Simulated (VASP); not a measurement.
# BaHg (Pm-3m) in VASP: relaxation of cell and atoms with LDA

Aim: the relaxation of cell and atoms of BaHg with LDA.

Program: VASP 6.6.1. These are calculated values, not measurements. Logs are shortened: lines on timing, memory, paths and dates and some standing lists are left out, and cuts for length are marked.

## (1) The cell of the first run

The structure is cubic, space group Pm-3m (No. 221). Conventional cell: a = 4.180 Å, b = 4.180 Å, c = 4.180 Å, α = 90.00°, β = 90.00°, γ = 90.00°. Ba (site symmetry m-3m) has 8 Hg at 3.62 Å and 6 Ba at 4.18 Å within 4.8 Å. Hg (site symmetry m-3m) has 8 Ba at 3.62 Å and 6 Hg at 4.18 Å within 4.8 Å.

## (2) Relaxation of cell and atoms, LDA

File INCAR:

```
PREC     = Accurate       # precision mode
ENCUT    = 550            # plane-wave cutoff, eV
EDIFF    = 1E-7           # SCF threshold, eV
ISMEAR   = 0              # smearing method
SIGMA    = 0.1            # smearing width, eV
LREAL    = False          # projectors in reciprocal space
LASPH    = True           # aspherical terms in the spheres
NELM     = 120            # most SCF steps
ALGO     = Normal         # electronic algorithm
ISIF     = 3              # what is computed and relaxed
LWAVE    = False          # write WAVECAR
LCHARG   = False          # write CHGCAR
IBRION   = 2              # ionic algorithm
NSW      = 80             # ionic steps
EDIFFG   = -0.01          # ionic threshold
GGA_COMPAT= False        
NELMIN   = 4
```

File KPOINTS:

```
Automatic mesh
0
Gamma
  5 5 5
```

File POSCAR:

```
BaHg
1.0
    4.1800000000      0.0000000000      0.0000000000
    0.0000000000      4.1800000000      0.0000000000
    0.0000000000      0.0000000000      4.1800000000
Ba Hg
1 1
Direct
    0.0000000000      0.0000000000      0.0000000000
    0.5000000000      0.5000000000      0.5000000000
```

Potentials or basis: VASP PAW LDA potentials, release 64 (Ba_sv, Hg_sv_GW).

Started as:

```console
cat potpaw_LDA.64/Ba_sv/POTCAR potpaw_LDA.64/Hg_sv_GW/POTCAR > POTCAR
mpirun -np 1 vasp_std > vasp.out
```

OUTCAR:

```text
PREC = Accurate
   ENCUT = 550
   EDIFF = 1E-7
   ISMEAR = 0
   LREAL = False
   LASPH = True
   NELM = 120
   ISIF = 3
   IBRION = 2
   NSW = 80
   EDIFFG = -0.01
   NELMIN = 4

 ion  position               nearest neighbor table
   1  0.000  0.000  0.000-   2 3.62   2 3.62   2 3.62   2 3.62   2 3.62   2 3.62   2 3.62   2 3.62

   2  0.500  0.500  0.500-   1 3.62   1 3.62   1 3.62   1 3.62   1 3.62   1 3.62   1 3.62   1 3.62

  LATTYP: Found a simple cubic cell.
 ALAT       =     4.1800000000

  Lattice vectors:

 A1 = (   4.1800000000,   0.0000000000,   0.0000000000)
 A2 = (   0.0000000000,   4.1800000000,   0.0000000000)
 A3 = (   0.0000000000,   0.0000000000,   4.1800000000)

Analysis of symmetry for initial positions (statically):
=====================================================================
 Subroutine PRICEL returns:
 Original cell was already a primitive cell.

 Routine SETGRP: Setting up the symmetry group for a
 simple cubic supercell.

 Subroutine GETGRP returns: Found 48 space group operations
 (whereof 48 operations were pure point group operations)
 out of a pool of 48 trial point group operations.

The static configuration has the point symmetry O_h .

Analysis of symmetry for dynamics (positions and initial velocities):
=====================================================================
 Subroutine PRICEL returns:
 Original cell was already a primitive cell.

 Routine SETGRP: Setting up the symmetry group for a
 simple cubic supercell.

 Subroutine GETGRP returns: Found 48 space group operations
 (whereof 48 operations were pure point group operations)
 out of a pool of 48 trial point group operations.

The dynamic configuration has the point symmetry O_h .

 Subroutine INISYM returns: Found 48 space group operations
 (whereof 48 operations are pure point group operations),
 and found     1 'primitive' translations

----------------------------------------------------------------------------------------

                                     Primitive cell

  volume of cell :      73.0346

  direct lattice vectors                    reciprocal lattice vectors
     4.180000000  0.000000000  0.000000000     0.239234450  0.000000000  0.000000000
     0.000000000  4.180000000  0.000000000     0.000000000  0.239234450  0.000000000
     0.000000000  0.000000000  4.180000000     0.000000000  0.000000000  0.239234450

  length of vectors
     4.180000000  4.180000000  4.180000000     0.239234450  0.239234450  0.239234450

  position of ions in fractional coordinates (direct lattice)
     0.000000000  0.000000000  0.000000000
     0.500000000  0.500000000  0.500000000

  ion indices of the primitive-cell ions
   primitive index   ion index
                 1           1
                 2           2

----------------------------------------------------------------------------------------

 KPOINTS: Automatic mesh

Automatic generation of k-mesh.
 Grid dimensions read from file:
 generate k-points for:    5    5    5

 Generating k-lattice:

  Cartesian coordinates                     Fractional coordinates (reciprocal lattice)
     0.047846890  0.000000000  0.000000000     0.200000000  0.000000000  0.000000000
     0.000000000  0.047846890  0.000000000     0.000000000  0.200000000  0.000000000
     0.000000000  0.000000000  0.047846890     0.000000000  0.000000000  0.200000000

  Length of vectors
     0.047846890  0.047846890  0.047846890

  Shift w.r.t. Gamma in fractional coordinates (k-lattice)
     0.000000000  0.000000000  0.000000000

 Subroutine IBZKPT returns following result:
 ===========================================

 Found     10 irreducible k-points:

 Following reciprocal coordinates:
            Coordinates               Weight
  0.000000  0.000000  0.000000      1.000000
  0.200000  0.000000  0.000000      6.000000
  0.400000  0.000000  0.000000      6.000000
  0.200000  0.200000  0.000000     12.000000
  0.400000  0.200000  0.000000     24.000000
  0.400000  0.400000  0.000000     12.000000
  0.200000  0.200000  0.200000      8.000000
  0.400000  0.200000  0.200000     24.000000
  0.400000  0.400000  0.200000     24.000000
  0.400000  0.400000  0.400000      8.000000
   k-points           NKPTS =     10   k-points in BZ     NKDIM =     10   number of bands    NBANDS=     19
   number of dos      NEDOS =    301   number of ions     NIONS =      2
   total plane-waves  NPLWV =  32768
   dimension x,y,z NGX =    32 NGY =   32 NGZ =   32
   dimension x,y,z NGXF=    64 NGYF=   64 NGZF=   64
   ions per type =               1   1
   NGX,Y,Z   is equivalent  to a cutoff of  12.73, 12.73, 12.73 a.u.
   NGXF,Y,Z  is equivalent  to a cutoff of  25.45, 25.45, 25.45 a.u.
 SYSTEM =  unknown system
   PREC   = accura    normal or accurate (medium, high low for compatibility)
   ISTART =      0    job   : 0-new  1-cont  2-samecut
   ICHARG =      2    charge: 1-file 2-atom 10-const
   ISPIN  =      1    spin polarized calculation?
   LNONCOLLINEAR =      F non collinear calculations
   LSORBIT =      F    spin-orbit coupling
   LASPH  =      T    aspherical Exc in radial PAW
   ENCUT  =  550.0 eV  40.42 Ry    6.36 a.u.   7.99  7.99  7.99*2*pi/ulx,y,z
   NELM   =    120;   NELMIN=  4; NELMDL= -5     # of ELM steps
   EDIFF  = 0.1E-06   stopping-criterion for ELM
   LREAL  =      F    real-space projection
   EDIFFG = -.1E-01   stopping-criterion for IOM
   NSW    =     80    number of steps for IOM
   IBRION =      2    ionic relax: 0-MD 1-quasi-New 2-CG
   NFREE  =      1    steps in history (QN), initial steepest desc. (CG)
   ISIF   =      3    stress and relaxation
   ISYM   =      2    0-nonsym 1-usesym 2-fastsym
   POTIM  = 0.5000    time-step for ionic-motion
   TEBEG  =    0.0;   TEEND  =   0.0 temperature during run
   PSTRESS=    0.0 pullay stress
   NELECT =      30.0000    total number of electrons
   NUPDOWN=      -1.0000    fix difference up-down
   EMIN   =  10.00;   EMAX   =-10.00  energy-range for DOS
   EFERMI =   0.00;   METHOD = LEGACY
   ISMEAR =     0;   SIGMA  =   0.10  broadening in eV -4-tet -1-fermi 0-gaus
   EFERMI_NEDOS =   21; number of points for ismear=-14 and -15
   IALGO  =     38    algorithm
   IMIX   =      4    mixing-type and parameters
     AMIX     =   0.40;   BMIX     =  1.00
     AMIX_MAG =   1.60;   BMIX_MAG =  1.00
  volume/ion in A,a.u.               =      36.52       246.43
  Fermi-wavevector in a.u.,A,eV,Ry     =   1.216949  2.299700 20.149743  1.480964
  Thomas-Fermi vector in A             =   2.352286
   LORBIT       =      0    0 simple, 1 ext, 2 COOP (PROOUT), +10 PAW based schemes
   GGA     = CA    functional components
   LHFCALC =     F    Hartree Fock is set to
   AEXX    =    0.0000 exact exchange contribution
   IVDW    =     0    specifies the selected vdW correction
   LEPSILON=     F    determine dielectric tensor
   LRPA    =     F    only Hartree local field effects (RPA)
 conjugate gradient relaxation of ions
 non-spin polarized calculation
 Gauss-broadening in eV      SIGMA  =   0.10
  energy-cutoff  :      550.00
  volume of cell :       73.03
 maximum number of plane-waves:      2164
 NGX is ok and might be reduce to    32
   NGX = 15   NGY = 15   NGZ = 15

--------------------------------------- Ionic step        1  -------------------------------------------

 number of electron      30.0000005 magnetization

 Free energy of the ion-electron system (eV)
  ---------------------------------------------------
  ext. energy  EPLUGINS =         0.00000000
  ---------------------------------------------------
  free energy    TOTEN  =        -4.30448205 eV

  energy without entropy =       -4.29438225  energy(sigma->0) =       -4.29943215

------------------------ aborting loop because EDIFF is reached ----------------------------------------

  FORCE on cell =-STRESS in cart. coord.  units (eV):
  Direction    XX          YY          ZZ          XY          YZ          ZX
  --------------------------------------------------------------------------------------
  -------------------------------------------------------------------------------------
  Total       -1.1825591     -1.1825591     -1.1825591     -0.0000000     -0.0000000      0.0000000
  in kB      -25.9420678    -25.9420678    -25.9420678     -0.0000000     -0.0000000      0.0000000
  external PRESSURE =     -25.9420678 kB  Pullay stress =       0.0000000 kB

 VOLUME and BASIS-vectors are now :
 -----------------------------------------------------------------------------
  energy-cutoff  :      550.00
  volume of cell :       73.03
      direct lattice vectors                 reciprocal lattice vectors
     4.180000000  0.000000000  0.000000000     0.239234450  0.000000000  0.000000000
     0.000000000  4.180000000  0.000000000     0.000000000  0.239234450  0.000000000
     0.000000000  0.000000000  4.180000000     0.000000000  0.000000000  0.239234450

 POSITION                                       TOTAL-FORCE (eV/Angst)
 -----------------------------------------------------------------------------------
      0.00000      0.00000      0.00000         0.000000      0.000000      0.000000
      2.09000      2.09000      2.09000         0.000000      0.000000      0.000000
 -----------------------------------------------------------------------------------
    total drift:                                0.000000      0.000000     -0.000000

  FREE ENERGIE OF THE ION-ELECTRON SYSTEM (eV)
  ---------------------------------------------------
  free  energy   TOTEN  =        -4.3044820525 eV
[... 17 lines left out ...]
 VOLUME and BASIS-vectors are now :
 -----------------------------------------------------------------------------
  energy-cutoff  :      550.00
  volume of cell :       66.96
      direct lattice vectors                 reciprocal lattice vectors
     4.060765940 -0.000000000  0.000000000     0.246258961  0.000000000  0.000000000
    -0.000000000  4.060765940  0.000000000     0.000000000  0.246258961  0.000000000
    -0.000000000 -0.000000000  4.060765940    -0.000000000 -0.000000000  0.246258961

 POSITION                                       TOTAL-FORCE (eV/Angst)
 -----------------------------------------------------------------------------------
      0.00000      0.00000      0.00000         0.000000      0.000000      0.000000
      2.03038      2.03038      2.03038        -0.000000     -0.000000      0.000000
 -----------------------------------------------------------------------------------
    total drift:                                0.000000      0.000000     -0.000000

  FREE ENERGIE OF THE ION-ELECTRON SYSTEM (eV)
  ---------------------------------------------------
  free  energy   TOTEN  =        -4.3611755753 eV

  energy  without entropy=       -4.3513505034  energy(sigma->0) =       -4.35626304

--------------------------------------- Ionic step        3  -------------------------------------------

 number of electron      29.9999989 magnetization

 Free energy of the ion-electron system (eV)
  ---------------------------------------------------
  ext. energy  EPLUGINS =         0.00000000
  ---------------------------------------------------
  free energy    TOTEN  =        -4.36146571 eV

  energy without entropy =       -4.35172857  energy(sigma->0) =       -4.35659714

 E-fermi :   3.9857     XC(G=0):  -9.9413

 val. band max:        3.9284751912   @ k =   0.4000   0.4000   0.0000
 cond. band min:       4.1198540726   @ k =   0.4000   0.4000   0.4000
 fundamental gap:      0.1913788814
 Fermi energy:         3.9856624372

 k-point     1 :       0.0000    0.0000    0.0000
  band No.  band energies     occupation
      1    -110.9851      2.00000
      2     -59.5748      2.00000
      3     -59.5748      2.00000
      4     -59.5748      2.00000
      5     -24.2523      2.00000
      6      -9.2493      2.00000
[... 11 lines left out ...]
     18       8.1772      0.00000
     19       8.1772      0.00000

 k-point     2 :       0.2000    0.0000    0.0000
  band No.  band energies     occupation
      1    -110.9851      2.00000
      2     -59.5749      2.00000
      3     -59.5747      2.00000
      4     -59.5747      2.00000
      5     -24.2346      2.00000
      6      -9.5334      2.00000
[... 200 lines left out ...]
 VOLUME and BASIS-vectors are now :
 -----------------------------------------------------------------------------
  energy-cutoff  :      550.00
  volume of cell :       66.55
      direct lattice vectors                 reciprocal lattice vectors
     4.052413045 -0.000000000  0.000000000     0.246766553  0.000000000  0.000000000
    -0.000000000  4.052413045  0.000000000     0.000000000  0.246766553  0.000000000
    -0.000000000 -0.000000000  4.052413045    -0.000000000 -0.000000000  0.246766553

 POSITION                                       TOTAL-FORCE (eV/Angst)
 -----------------------------------------------------------------------------------
      0.00000      0.00000      0.00000         0.000000      0.000000      0.000000
      2.02621      2.02621      2.02621        -0.000000     -0.000000      0.000000
 -----------------------------------------------------------------------------------
    total drift:                                0.000000      0.000000     -0.000000

  FREE ENERGIE OF THE ION-ELECTRON SYSTEM (eV)
  ---------------------------------------------------
  free  energy   TOTEN  =        -4.3614657138 eV

  energy  without entropy=       -4.3517285699  energy(sigma->0) =       -4.35659714

 reached required accuracy - stopping structural energy minimisation
```

Run time: 27 s. Hardware: 1 thread of Intel Xeon Platinum 8259CL at 2.50GHz (Skylake/Cascade Lake), shared host; peak memory 0.17 GiB.

What came out:

```
Free energy                           : -4.3615 eV
Relaxed volume                        : 33.27 Å³/atom
Relaxed cell                          : a = 4.052 Å, b = 4.052 Å, c = 4.052 Å, α = 90.00°, β = 90.00°, γ = 90.00°
Space group after relaxing (to 0.1 Å) : Pm-3m (No. 221)
Energy gained by relaxing             : 28.5 meV/atom
Ionic steps                           : 3
Pressure after relaxing               : 0.0 GPa
Band gap on the k mesh                : zero (bands 15 and 16 overlap by 1.87 eV)
```

The path:
| step | energy change (eV) | largest force (eV/Å) | pressure (GPa) | volume (Å³) |
| --- | --- | --- | --- | --- |
| 1 | 0.0000 | 0.0000 | -2.59 | 73.03 |
| 2 | -0.0567 | 0.0000 | -0.21 | 66.96 |
| 3 | -0.0570 | 0.0000 | -0.01 | 66.55 |

Final structure:
```
CELL_PARAMETERS angstrom
4.05241 0.00000 0.00000
0.00000 4.05241 0.00000
0.00000 0.00000 4.05241
ATOMIC_POSITIONS crystal
Ba 0.00000 0.00000 0.00000
Hg 0.50000 0.50000 0.50000
```

Caveat: spin-orbit coupling is left out, which moves the levels of the heavy elements.

The gap in the log of VASP goes by the Fermi energy; the results here count the filled bands.